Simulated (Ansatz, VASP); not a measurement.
# Two plane-wave programs on Bi

File INCAR:

```
SYSTEM = Bi
  PREC = Accurate
  ENCUT = 500
  EDIFF = 1E-6
  ISMEAR = -1
  SIGMA = 0.1
  LREAL = .FALSE.
  LASPH = .TRUE.
  NELM = 200
  ALGO = Normal
  ISIF = 2
  LWAVE = .FALSE.
  LCHARG = .TRUE.
  MAGMOM = 0 0 0.2
  LORBIT = 11
  LSORBIT = .TRUE.
  GGA_COMPAT = .FALSE.
  LORBMOM = .TRUE.
  GGA = PS
  LVHAR = .TRUE.
  NBANDS = 26
```

The input KPOINTS:

```
Automatic mesh
0
G
  6 6 6
  0 0 0
```

Contents of POSCAR:

```
Bi
1.0
   -2.0338450000      2.0338450000      2.0338450000
    2.0338450000     -2.0338450000      2.0338450000
    2.0338450000      2.0338450000     -2.0338450000
Bi
1
Direct
    0.0000000000      0.0000000000      0.0000000000
```

Input for Ansatz:

```yaml
crystal:
  lattice:
    - [-2.033845, 2.033845, 2.033845]
    - [2.033845, -2.033845, 2.033845]
    - [2.033845, 2.033845, -2.033845]
  atoms:
    - { symbol: Bi, position: [0.0, 0.0, 0.0], spin: 0.2, spin_axis: [0, 0, 1] }
  symmetry: { tolerance: 0.0003 }
kpoints:
  mp_grid: { grid: [6, 6, 6], shift: [0, 0, 0] }
magnetization:
  noncollinear: true
  spin_orbit: true
scf:
  occupations: { method: fermi_dirac }
hamiltonian:
  pseudopotentials: { kind: paw_fr }
  xc: pbesol
basis:
  ecutwfc: 420
output:
  forces: true
  stress: true
  eigenvalues: true
```

Alike in both runs: task single point; functional PBEsol; k mesh 6 × 6 × 6; non-collinear spin, spin-orbit coupling.

```csv
,VASP,Ansatz
version,VASP 6.6.1,Ansatz 0.2.0
potentials or method,"VASP PAW PBE potentials, release 64 (Bi_d), cutoff 500 eV",PAW plane waves
occupations,"fermi-dirac, width 0.1 eV",fermi-dirac
valence electrons in the cell,15,15
```

|  | VASP | Ansatz | Ansatz less VASP |
| --- | --- | --- | --- |
| pressure (GPa) | -4.3 | -3.8 | +0.50 |
| net moment per atom (μB) | 0.00 | 0.00 | 0.000 |

VASP's potentials were made for PBE, not for PBEsol. Ansatz's warnings: seeded moment not kept, stress scf threshold loose.

The k mesh is coarse, so the values compare programs but aren't converged.
